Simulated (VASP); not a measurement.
# Y (I4/mmm) in VASP: notebook

The runs below take Y through single point, with PBEsol.

Program: VASP 6.6.1. These are calculated values, not measurements. Logs are shortened: lines on timing, memory, paths and dates and some standing lists are left out, and cuts for length are marked.

## 1. The cell of the first run

It takes space group I4/mmm (No. 139, tetragonal). Conventional cell: a = 3.374 Å, b = 3.374 Å, c = 5.169 Å, α = 90.00°, β = 90.00°, γ = 90.00°. Y (site symmetry 4/mmm) has 12 Y at 3.37 to 3.52 Å within 4.4 Å.

## 2. Single point, PBEsol (strain -0.040 along x and y, +0.040 along z)

Input file INCAR:

```
SYSTEM = Y
ALGO = Fast ; EDIFF = 1E-6
ENCUT = 520 ; GGA = PS
ISIF = 2 ; ISMEAR = 0
LASPH = .TRUE. ; LCHARG = .FALSE.
LREAL = .FALSE. ; LWAVE = .FALSE.
NBANDS = 12 ; NELM = 100
PREC = Accurate ; SIGMA = 0.15
```

Input file KPOINTS:

```
k-points
0
G
  16 16 16
  0 0 0
```

Input file POSCAR:

```
Y
1.0
    0.0000000000      2.3856000000      2.5844000000
    2.3856000000      0.0000000000      2.5844000000
    2.3856000000      2.3856000000      0.0000000000
Y
1
Direct
    0.0000000000      0.0000000000      0.0000000000
```

Potentials or basis: VASP PAW PBE potentials, release 64 (Y_sv).

Run with:

```console
$ cat potpaw_PBE.64/Y_sv/POTCAR > POTCAR
$ mpirun -np 1 vasp_std > vasp.out
```

OUTCAR:

```text
SYSTEM = Y
   EDIFF = 1E-6
   ENCUT = 520
   GGA = PS
   ISIF = 2
   ISMEAR = 0
   LASPH = .TRUE.
   LREAL = .FALSE.
   NELM = 100
   PREC = Accurate

 ion  position               nearest neighbor table
   1  0.000  0.000  0.000-

  LATTYP: Found a body centered tetragonal cell.
 ALAT       =     3.3737478744
 C/A-ratio  =     1.5320646926

  Lattice vectors:

 A1 = (  -2.3856000000,   0.0000000000,   2.5844000000)
 A2 = (   2.3856000000,   0.0000000000,   2.5844000000)
 A3 = (   0.0000000000,   2.3856000000,  -2.5844000000)

Analysis of symmetry for initial positions (statically):
=====================================================================
 Subroutine PRICEL returns:
 Original cell was already a primitive cell.

 Routine SETGRP: Setting up the symmetry group for a
 body centered tetragonal supercell.

 Subroutine GETGRP returns: Found 16 space group operations
 (whereof 16 operations were pure point group operations)
 out of a pool of 16 trial point group operations.

The static configuration has the point symmetry D_4h.

Analysis of symmetry for dynamics (positions and initial velocities):
=====================================================================
 Subroutine PRICEL returns:
 Original cell was already a primitive cell.

 Routine SETGRP: Setting up the symmetry group for a
 body centered tetragonal supercell.

 Subroutine GETGRP returns: Found 16 space group operations
 (whereof 16 operations were pure point group operations)
 out of a pool of 16 trial point group operations.

The dynamic configuration has the point symmetry D_4h.

 Subroutine INISYM returns: Found 16 space group operations
 (whereof 16 operations are pure point group operations),
 and found     1 'primitive' translations

----------------------------------------------------------------------------------------

                                     Primitive cell

  volume of cell :      29.4161

  direct lattice vectors                    reciprocal lattice vectors
     0.000000000  2.385600000  2.584400000    -0.209590879  0.209590879  0.193468503
     2.385600000  0.000000000  2.584400000     0.209590879 -0.209590879  0.193468503
     2.385600000  2.385600000  0.000000000     0.209590879  0.209590879 -0.193468503

  length of vectors
     3.517131035  3.517131035  3.373747874     0.353958662  0.353958662  0.353958662

  position of ions in fractional coordinates (direct lattice)
     0.000000000  0.000000000  0.000000000

  ion indices of the primitive-cell ions
   primitive index   ion index
                 1           1

----------------------------------------------------------------------------------------

 KPOINTS: k-points

Automatic generation of k-mesh.
 Grid dimensions read from file:
 generate k-points for:   16   16   16

 Generating k-lattice:

  Cartesian coordinates                     Fractional coordinates (reciprocal lattice)
    -0.013099430  0.013099430  0.012091781     0.062500000  0.000000000  0.000000000
     0.013099430 -0.013099430  0.012091781     0.000000000  0.062500000  0.000000000
     0.013099430  0.013099430 -0.012091781     0.000000000  0.000000000  0.062500000

  Length of vectors
     0.022122416  0.022122416  0.022122416

  Shift w.r.t. Gamma in fractional coordinates (k-lattice)
     0.000000000  0.000000000  0.000000000

 Subroutine IBZKPT returns following result:
 ===========================================

 Found    349 irreducible k-points:

 Following reciprocal coordinates:
            Coordinates               Weight
  0.000000  0.000000  0.000000      1.000000
  0.062500  0.000000  0.000000      8.000000
  0.125000  0.000000  0.000000      8.000000
  0.187500 -0.000000  0.000000      8.000000
  0.250000  0.000000  0.000000      8.000000
  0.312500  0.000000  0.000000      8.000000
[... 16 lines left out ...]
 -0.125000  0.062500  0.000000      8.000000
 -0.062500  0.062500  0.000000      4.000000
 [... further k-points ...]
   k-points           NKPTS =    349   k-points in BZ     NKDIM =    349   number of bands    NBANDS=     12
   number of dos      NEDOS =    301   number of ions     NIONS =      1
   total plane-waves  NPLWV =  21952
   dimension x,y,z NGX =    28 NGY =   28 NGZ =   28
   dimension x,y,z NGXF=    56 NGYF=   56 NGZF=   56
   ions per type =               1
   NGX,Y,Z   is equivalent  to a cutoff of  13.23, 13.23, 13.80 a.u.
   NGXF,Y,Z  is equivalent  to a cutoff of  26.47, 26.47, 27.59 a.u.
 SYSTEM =  Y
   PREC   = accura    normal or accurate (medium, high low for compatibility)
   ISTART =      0    job   : 0-new  1-cont  2-samecut
   ICHARG =      2    charge: 1-file 2-atom 10-const
   ISPIN  =      1    spin polarized calculation?
   LNONCOLLINEAR =      F non collinear calculations
   LSORBIT =      F    spin-orbit coupling
   LASPH  =      T    aspherical Exc in radial PAW
   ENCUT  =  520.0 eV  38.22 Ry    6.18 a.u.   6.54  6.54  6.27*2*pi/ulx,y,z
   NELM   =    100;   NELMIN=  2; NELMDL= -5     # of ELM steps
   EDIFF  = 0.1E-05   stopping-criterion for ELM
   LREAL  =      F    real-space projection
   EDIFFG = 0.1E-04   stopping-criterion for IOM
   NSW    =      0    number of steps for IOM
   IBRION =     -1    ionic relax: 0-MD 1-quasi-New 2-CG
   NFREE  =      0    steps in history (QN), initial steepest desc. (CG)
   ISIF   =      2    stress and relaxation
   ISYM   =      2    0-nonsym 1-usesym 2-fastsym
   POTIM  = 0.5000    time-step for ionic-motion
   TEBEG  =    0.0;   TEEND  =   0.0 temperature during run
   PSTRESS=    0.0 pullay stress
   NELECT =      11.0000    total number of electrons
   NUPDOWN=      -1.0000    fix difference up-down
   EMIN   =  10.00;   EMAX   =-10.00  energy-range for DOS
   EFERMI =   0.00;   METHOD = LEGACY
   ISMEAR =     0;   SIGMA  =   0.15  broadening in eV -4-tet -1-fermi 0-gaus
   EFERMI_NEDOS =   21; number of points for ismear=-14 and -15
   IALGO  =     68    algorithm
   IMIX   =      4    mixing-type and parameters
     AMIX     =   0.40;   BMIX     =  1.00
     AMIX_MAG =   1.60;   BMIX_MAG =  1.00
  volume/ion in A,a.u.               =      29.42       198.51
  Fermi-wavevector in a.u.,A,eV,Ry     =   1.179444  2.228826 18.926910  1.391089
  Thomas-Fermi vector in A             =   2.315755
   LORBIT       =      0    0 simple, 1 ext, 2 COOP (PROOUT), +10 PAW based schemes
   GGA     = PS    functional components
   LHFCALC =     F    Hartree Fock is set to
   AEXX    =    0.0000 exact exchange contribution
   IVDW    =     0    specifies the selected vdW correction
   LEPSILON=     F    determine dielectric tensor
   LRPA    =     F    only Hartree local field effects (RPA)
 non-spin polarized calculation
 RMM-DIIS sequential band-by-band and
 Gauss-broadening in eV      SIGMA  =   0.15
  energy-cutoff  :      520.00
  volume of cell :       29.42
 maximum number of plane-waves:       811
 NGX is ok and might be reduce to    28
   NGX = 13   NGY = 13   NGZ = 13

 number of electron      11.0000000 magnetization

 Free energy of the ion-electron system (eV)
  ---------------------------------------------------
  ext. energy  EPLUGINS =         0.00000000
  ---------------------------------------------------
  free energy    TOTEN  =        -6.78897844 eV

  energy without entropy =       -6.77295365  energy(sigma->0) =       -6.78096604

 E-fermi :   3.4799     XC(G=0):  -9.9715

 val. band max:        3.4768636960   @ k =  -0.4375   0.3125   0.1875
 cond. band min:       3.4867624019   @ k =   0.3750  -0.0000   0.1875
 fundamental gap:      0.0098987059
 Fermi energy:         3.4798961537

 k-point     1 :       0.0000    0.0000    0.0000
  band No.  band energies     occupation
      1     -38.8786      2.00000
      2     -18.5107      2.00000
      3     -18.4971      2.00000
      4     -18.4971      2.00000
      5      -1.4283      2.00000
      6       4.8977      0.00000
      7       5.6456      0.00000
      8       5.6456      0.00000
      9       7.0189      0.00000
     10       8.1569      0.00000
     11      12.8292      0.00000
     12      15.2768      0.00000

 k-point     2 :       0.0625    0.0000    0.0000
  band No.  band energies     occupation
      1     -38.8747      2.00000
      2     -18.5350      2.00000
      3     -18.5114      2.00000
      4     -18.4995      2.00000
      5      -1.3178      2.00000
      6       4.9042      0.00000
      7       5.5570      0.00000
      8       5.6997      0.00000
      9       6.9806      0.00000
     10       8.0724      0.00000
     11      13.0863      0.00000
     12      15.3280      0.00000

 k-point     3 :       0.1250    0.0000    0.0000
  band No.  band energies     occupation
      1     -38.8636      2.00000
      2     -18.6267      2.00000
      3     -18.5280      2.00000
      4     -18.5060      2.00000
      5      -0.9991      2.00000
      6       4.8206      0.00000
      7       5.4191      0.00000
      8       5.8421      0.00000
      9       6.9325      0.00000
     10       7.8732      0.00000
     11      13.7107      0.00000
     12      14.9991      0.00000
[... 286 lines left out ...]
 k-point    23 :      -0.1250    0.0625    0.0000
  band No.  band energies     occupation
      1     -38.8539      2.00000
      2     -18.7017      2.00000
      3     -18.5519      2.00000
      4     -18.5021      2.00000
      5      -0.7352      2.00000
      6       4.7803      0.00000
      7       5.2510      0.00000
      8       5.9518      0.00000
      9       7.2237      0.00000
     10       7.4925      0.00000
     11      14.0913      0.00000
     12      14.8101      0.00000

 k-point    24 :      -0.0625    0.0625    0.0000
  band No.  band energies     occupation
      1     -38.8676      2.00000
      2     -18.5903      2.00000
      3     -18.5295      2.00000
      4     -18.4982      2.00000
      5      -1.1234      2.00000
      6       5.0764      0.00000
      7       5.2226      0.00000
      8       5.7807      0.00000
      9       7.0976      0.00000
     10       7.8052      0.00000
     11      13.5141      0.00000
     12      15.5838      0.00000

 [... further k-points ...]
[... 5 lines left out ...]
  --------------------------------------------------------------------------------------
  -------------------------------------------------------------------------------------
  Total        0.5246423      0.5246423      0.0123488      0.0000000     -0.0000000     -0.0000000
  in kB       28.5751775     28.5751775      0.6725890      0.0000000     -0.0000000     -0.0000000
  external PRESSURE =      19.2743147 kB  Pullay stress =       0.0000000 kB

 VOLUME and BASIS-vectors are now :
 -----------------------------------------------------------------------------
  energy-cutoff  :      520.00
  volume of cell :       29.42
      direct lattice vectors                 reciprocal lattice vectors
     0.000000000  2.385600000  2.584400000    -0.209590879  0.209590879  0.193468503
     2.385600000  0.000000000  2.584400000     0.209590879 -0.209590879  0.193468503
     2.385600000  2.385600000  0.000000000     0.209590879  0.209590879 -0.193468503

 POSITION                                       TOTAL-FORCE (eV/Angst)
 -----------------------------------------------------------------------------------
      0.00000      0.00000      0.00000         0.000000      0.000000      0.000000
 -----------------------------------------------------------------------------------
    total drift:                               -0.000000     -0.000000     -0.000000

  FREE ENERGIE OF THE ION-ELECTRON SYSTEM (eV)
  ---------------------------------------------------
  free  energy   TOTEN  =        -6.7889784361 eV

  energy  without entropy=       -6.7729536481  energy(sigma->0) =       -6.78096604
```

Run time: 2.3 min. Hardware: 1 thread of AMD EPYC 7R13 (Zen 3), shared host; peak memory 0.25 GiB.

What came out:

- Free energy: -6.7890 eV
- Pressure: 1.9 GPa

Stress tensor (GPa, compression positive):
```
2.86 0.00 0.00
0.00 2.86 0.00
0.00 0.00 0.07
```

Caveat: the cell differs from its parent crystal (strain -0.040 along x and y, +0.040 along z); the PAW data sets were made with another functional, which shifts forces and pressure a little.

(Part 1 of 2 ends here.)
